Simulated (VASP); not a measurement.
# Ga6Si (Pm-3m) in VASP: single point with PBE

Aim: the single point of Ga6Si with PBE.

All numbers are computed with VASP 6.6.1; they aren't measurements. Logs are shortened: lines on timing, memory, paths and dates and some standing lists are left out, and cuts for length are marked.

**1. The cell of the first run**

The structure is cubic, space group Pm-3m (No. 221). Conventional cell: a = 6.031 Å, b = 6.031 Å, c = 6.031 Å, α = 90.00°, β = 90.00°, γ = 90.00°. Ga (site symmetry 4mm) has 5 Ga at 2.34 to 2.61 Å within 3.1 Å. Within 6.1 Å of Si (site symmetry m-3m) lie 24 Ga at 4.42 Å and 6 Si at 6.03 Å.

**2. Single point, PBE**

The input, POSCAR:

```
Ga6Si
1.0
    6.0309600978      0.0000000000      0.0000000000
    0.0000000000      6.0309600978      0.0000000000
    0.0000000000      0.0000000000      6.0309600978
Ga Si
6 1
Direct
    0.5000000000      0.5000000000      0.1938625143
    0.5000000000      0.5000000000      0.8061374857
    0.1938625143      0.5000000000      0.5000000000
    0.8061374857      0.5000000000      0.5000000000
    0.5000000000      0.1938625143      0.5000000000
    0.5000000000      0.8061374857      0.5000000000
    0.0000000000      0.0000000000      0.0000000000
```

The input, INCAR.step1:

```
ALGO = Normal ; EDIFF = 1E-7
ENCUT = 520 ; GGA = PE
ISIF = 2 ; ISMEAR = 0
LASPH = True ; LCHARG = True
LREAL = False ; LWAVE = False
NBANDS = 50 ; NELM = 100
PREC = Accurate ; SIGMA = 0.1
```

The input, KPOINTS.step1:

```
k-points
0
Gamma
  6 6 6
```

The input, INCAR.step2:

```
ALGO = Normal ; EDIFF = 1E-7
ENCUT = 520 ; GGA = PE
ICHARG = 11 ; ISIF = 2
ISMEAR = -5 ; LASPH = True
LCHARG = False ; LORBIT = 10
LREAL = False ; LWAVE = False
NBANDS = 50 ; NEDOS = 1001
NELM = 100 ; PREC = Accurate
SIGMA = 0.1
```

The input, KPOINTS.step2:

```
k-points
0
Gamma
  9 9 9
```

Potentials or basis: VASP PAW PBE potentials, release 64 (Ga_d, Si).

On the command line:

```console
$ cat potpaw_PBE.64/Ga_d/POTCAR potpaw_PBE.64/Si/POTCAR > POTCAR
$ cp INCAR.step1 INCAR
$ cp KPOINTS.step1 KPOINTS
$ mpirun -np 1 vasp_std > vasp.out
$ cp INCAR.step2 INCAR
$ cp KPOINTS.step2 KPOINTS
$ mpirun -np 1 vasp_std > vasp.out
```

OUTCAR:

```text
EDIFF = 1E-7
   ENCUT = 520
   GGA = PE
   ICHARG = 11
   ISIF = 2
   ISMEAR = -5
   LASPH = True
   LORBIT = 10
   LREAL = False
   NELM = 100
   PREC = Accurate

 ion  position               nearest neighbor table
   1  0.500  0.500  0.194-   2 2.34   3 2.61   4 2.61   5 2.61   6 2.61
   2  0.500  0.500  0.806-   1 2.34   3 2.61   4 2.61   5 2.61   6 2.61
   3  0.194  0.500  0.500-   4 2.34   2 2.61   1 2.61   5 2.61   6 2.61
   4  0.806  0.500  0.500-   3 2.34   2 2.61   1 2.61   5 2.61   6 2.61
   5  0.500  0.194  0.500-   6 2.34   2 2.61   3 2.61   4 2.61   1 2.61
   6  0.500  0.806  0.500-   5 2.34   2 2.61   3 2.61   4 2.61   1 2.61
   7  0.000  0.000  0.000-

  LATTYP: Found a simple cubic cell.
 ALAT       =     6.0309600978

  Lattice vectors:

 A1 = (   6.0309600978,   0.0000000000,   0.0000000000)
 A2 = (   0.0000000000,   6.0309600978,   0.0000000000)
 A3 = (   0.0000000000,   0.0000000000,   6.0309600978)

Analysis of symmetry for initial positions (statically):
=====================================================================
 Subroutine PRICEL returns:
 Original cell was already a primitive cell.

 Routine SETGRP: Setting up the symmetry group for a
 simple cubic supercell.

 Subroutine GETGRP returns: Found 48 space group operations
 (whereof 48 operations were pure point group operations)
 out of a pool of 48 trial point group operations.

The static configuration has the point symmetry O_h .

Analysis of symmetry for dynamics (positions and initial velocities):
=====================================================================
 Subroutine PRICEL returns:
 Original cell was already a primitive cell.

 Routine SETGRP: Setting up the symmetry group for a
 simple cubic supercell.

 Subroutine GETGRP returns: Found 48 space group operations
 (whereof 48 operations were pure point group operations)
 out of a pool of 48 trial point group operations.

The dynamic configuration has the point symmetry O_h .

 Subroutine INISYM returns: Found 48 space group operations
 (whereof 48 operations are pure point group operations),
 and found     1 'primitive' translations

----------------------------------------------------------------------------------------

                                     Primitive cell

  volume of cell :     219.3610

  direct lattice vectors                    reciprocal lattice vectors
     6.030960098  0.000000000  0.000000000     0.165811079  0.000000000  0.000000000
     0.000000000  6.030960098  0.000000000     0.000000000  0.165811079  0.000000000
     0.000000000  0.000000000  6.030960098     0.000000000  0.000000000  0.165811079

  length of vectors
     6.030960098  6.030960098  6.030960098     0.165811079  0.165811079  0.165811079

  position of ions in fractional coordinates (direct lattice)
     0.500000000  0.500000000  0.193862514
     0.500000000  0.500000000  0.806137486
     0.193862514  0.500000000  0.500000000
     0.806137486  0.500000000  0.500000000
     0.500000000  0.193862514  0.500000000
     0.500000000  0.806137486  0.500000000
     0.000000000  0.000000000  0.000000000

  ion indices of the primitive-cell ions
   primitive index   ion index
                 1           1
                 2           2
                 3           3
                 4           4
                 5           5
                 6           6
                 7           7

----------------------------------------------------------------------------------------

 KPOINTS: k-points

Automatic generation of k-mesh.
 Grid dimensions read from file:
 generate k-points for:    9    9    9

 Generating k-lattice:

  Cartesian coordinates                     Fractional coordinates (reciprocal lattice)
     0.018423453  0.000000000  0.000000000     0.111111111  0.000000000  0.000000000
     0.000000000  0.018423453  0.000000000     0.000000000  0.111111111  0.000000000
     0.000000000  0.000000000  0.018423453     0.000000000  0.000000000  0.111111111

  Length of vectors
     0.018423453  0.018423453  0.018423453

  Shift w.r.t. Gamma in fractional coordinates (k-lattice)
     0.000000000  0.000000000  0.000000000

 TETIRR: Found    353 inequivalent tetrahedra from     4374

 Subroutine IBZKPT returns following result:
 ===========================================

 Found     35 irreducible k-points:

 Following reciprocal coordinates:
            Coordinates               Weight
  0.000000  0.000000  0.000000      1.000000
  0.111111  0.000000  0.000000      6.000000
  0.222222  0.000000  0.000000      6.000000
  0.333333  0.000000  0.000000      6.000000
  0.444444  0.000000  0.000000      6.000000
  0.111111  0.111111  0.000000     12.000000
[... 16 lines left out ...]
  0.333333  0.333333  0.111111     24.000000
  0.444444  0.333333  0.111111     48.000000
 [... further k-points ...]
   k-points           NKPTS =     35   k-points in BZ     NKDIM =     35   number of bands    NBANDS=     50
   number of dos      NEDOS =   1001   number of ions     NIONS =      7
   total plane-waves  NPLWV = 110592
   dimension x,y,z NGX =    48 NGY =   48 NGZ =   48
   dimension x,y,z NGXF=    96 NGYF=   96 NGZF=   96
   ions per type =               6   1
   NGX,Y,Z   is equivalent  to a cutoff of  13.23, 13.23, 13.23 a.u.
   NGXF,Y,Z  is equivalent  to a cutoff of  26.46, 26.46, 26.46 a.u.
 SYSTEM =  unknown system
   PREC   = accura    normal or accurate (medium, high low for compatibility)
   ISTART =      0    job   : 0-new  1-cont  2-samecut
   ICHARG =     11    charge: 1-file 2-atom 10-const
   ISPIN  =      1    spin polarized calculation?
   LNONCOLLINEAR =      F non collinear calculations
   LSORBIT =      F    spin-orbit coupling
   LASPH  =      T    aspherical Exc in radial PAW
   ENCUT  =  520.0 eV  38.22 Ry    6.18 a.u.  11.21 11.21 11.21*2*pi/ulx,y,z
   NELM   =    100;   NELMIN=  2; NELMDL=  0     # of ELM steps
   EDIFF  = 0.1E-06   stopping-criterion for ELM
   LREAL  =      F    real-space projection
   EDIFFG = 0.1E-05   stopping-criterion for IOM
   NSW    =      0    number of steps for IOM
   IBRION =     -1    ionic relax: 0-MD 1-quasi-New 2-CG
   NFREE  =      0    steps in history (QN), initial steepest desc. (CG)
   ISIF   =      2    stress and relaxation
   ISYM   =      2    0-nonsym 1-usesym 2-fastsym
   POTIM  = 0.5000    time-step for ionic-motion
   TEBEG  =    0.0;   TEEND  =   0.0 temperature during run
   PSTRESS=    0.0 pullay stress
   NELECT =      82.0000    total number of electrons
   NUPDOWN=      -1.0000    fix difference up-down
   EMIN   =  10.00;   EMAX   =-10.00  energy-range for DOS
   EFERMI =   0.00;   METHOD = LEGACY
   ISMEAR =    -5;   SIGMA  =   0.10  broadening in eV -4-tet -1-fermi 0-gaus
   EFERMI_NEDOS =   21; number of points for ismear=-14 and -15
   IALGO  =     38    algorithm
   IMIX   =      4    mixing-type and parameters
     AMIX     =   0.40;   BMIX     =  1.00
     AMIX_MAG =   1.60;   BMIX_MAG =  1.00
  volume/ion in A,a.u.               =      31.34       211.47
  Fermi-wavevector in a.u.,A,eV,Ry     =   1.179306  2.228564 18.922459  1.390761
  Thomas-Fermi vector in A             =   2.315619
   LORBIT       =     10    0 simple, 1 ext, 2 COOP (PROOUT), +10 PAW based schemes
   GGA     = PE    functional components
   LHFCALC =     F    Hartree Fock is set to
   AEXX    =    0.0000 exact exchange contribution
   IVDW    =     0    specifies the selected vdW correction
   LEPSILON=     F    determine dielectric tensor
   LRPA    =     F    only Hartree local field effects (RPA)
 non-spin polarized calculation
 Fermi weights with tetrahedron method with Bloechl corrections
  energy-cutoff  :      520.00
  volume of cell :      219.36
 maximum number of plane-waves:      5932
 NGX is ok and might be reduce to    48

 number of electron      82.0000011 magnetization

 Free energy of the ion-electron system (eV)
  ---------------------------------------------------
  ext. energy  EPLUGINS =         0.00000000
  ---------------------------------------------------
  free energy    TOTEN  =       -17.30269771 eV

  energy without entropy =      -17.30269771  energy(sigma->0) =      -17.30269771

 E-fermi :   1.5582     XC(G=0):  -8.1412

 val. band max:        1.6084188637   @ k =   0.0000   0.0000   0.0000
 cond. band min:       1.5130368832   @ k =   0.4444   0.4444   0.0000
 fundamental gap:     -0.0953819804
 Fermi energy:         1.5581881350

 k-point     1 :       0.0000    0.0000    0.0000
  band No.  band energies     occupation
      1     -13.7407      2.00000
      2     -13.3933      2.00000
      3     -13.3933      2.00000
      4     -13.3933      2.00000
      5     -13.3367      2.00000
      6     -13.3367      2.00000
[... 42 lines left out ...]
     49       5.3901      0.00000
     50       5.3906      0.00000

 k-point     2 :       0.1111    0.0000    0.0000
  band No.  band energies     occupation
      1     -13.7332      2.00000
      2     -13.4074      2.00000
      3     -13.3946      2.00000
      4     -13.3946      2.00000
      5     -13.3366      2.00000
      6     -13.3291      2.00000
[... 42 lines left out ...]
     49       5.4191      0.00000
     50       5.4195      0.00000

 k-point     3 :       0.2222    0.0000    0.0000
  band No.  band energies     occupation
      1     -13.7122      2.00000
      2     -13.4381      2.00000
      3     -13.3984      2.00000
      4     -13.3984      2.00000
      5     -13.3362      2.00000
      6     -13.3293      2.00000
[... 1102 lines left out ...]
     49       5.8963      0.00000
     50       6.3997      0.00000

 k-point    24 :       0.4444    0.3333    0.1111
  band No.  band energies     occupation
      1     -13.5852      2.00000
      2     -13.4925      2.00000
      3     -13.4620      2.00000
      4     -13.4355      2.00000
      5     -13.4144      2.00000
      6     -13.4043      2.00000
[... 42 lines left out ...]
     49       6.0076      0.00000
     50       6.2715      0.00000

 [... further k-points ...]

------------------------ aborting loop because EDIFF is reached ----------------------------------------

  FORCE on cell =-STRESS in cart. coord.  units (eV):
  Direction    XX          YY          ZZ          XY          YZ          ZX
  --------------------------------------------------------------------------------------
  -------------------------------------------------------------------------------------
  Total        1.7416169      1.7416169      1.7416169      0.0000000      0.0000000     -0.0000000
  in kB       12.7204899     12.7204899     12.7204899      0.0000000      0.0000000     -0.0000000
  external PRESSURE =      12.7204899 kB  Pullay stress =       0.0000000 kB

 VOLUME and BASIS-vectors are now :
 -----------------------------------------------------------------------------
  energy-cutoff  :      520.00
  volume of cell :      219.36
      direct lattice vectors                 reciprocal lattice vectors
     6.030960098  0.000000000  0.000000000     0.165811079  0.000000000  0.000000000
     0.000000000  6.030960098  0.000000000     0.000000000  0.165811079  0.000000000
     0.000000000  0.000000000  6.030960098     0.000000000  0.000000000  0.165811079

 POSITION                                       TOTAL-FORCE (eV/Angst)
 -----------------------------------------------------------------------------------
      3.01548      3.01548      1.16918         0.000000     -0.000000      0.052812
      3.01548      3.01548      4.86178         0.000000     -0.000000     -0.052812
      1.16918      3.01548      3.01548         0.052812     -0.000000     -0.000000
      4.86178      3.01548      3.01548        -0.052812      0.000000     -0.000000
      3.01548      1.16918      3.01548         0.000000      0.052812     -0.000000
      3.01548      4.86178      3.01548         0.000000     -0.052812     -0.000000
      0.00000      0.00000      0.00000         0.000000      0.000000     -0.000000
 -----------------------------------------------------------------------------------
    total drift:                                0.000000      0.000000     -0.000000

  FREE ENERGIE OF THE ION-ELECTRON SYSTEM (eV)
  ---------------------------------------------------
  free  energy   TOTEN  =       -17.3026977099 eV

  energy  without entropy=      -17.3026977099  energy(sigma->0) =      -17.30269771

 total charge

# of ion       s       p       d       tot
------------------------------------------
    1        0.963   0.747   9.953  11.663
    2        0.963   0.747   9.953  11.663
    3        0.963   0.747   9.953  11.663
    4        0.963   0.747   9.953  11.663
    5        0.963   0.747   9.953  11.663
    6        0.963   0.747   9.953  11.663
    7        0.966   0.452   0.000   1.419
--------------------------------------------------
tot          6.742   4.935  59.718  71.395
```

Run time: 5 min. Hardware: 1 thread of AMD EPYC 9R45 (Zen 5), shared host; peak memory 0.43 GiB.

Results:

```
Valence electrons inside the program's atomic spheres : Ga 11.66; Si 1.42
```

Levels at points of the mesh, in eV from the Fermi level:
```tsv
k point	band 39	band 40	band 41	band 42	band 43	band 44
(0.00, 0.00, 0.00)	0.05	0.05	0.05	0.72	0.72	0.72
```
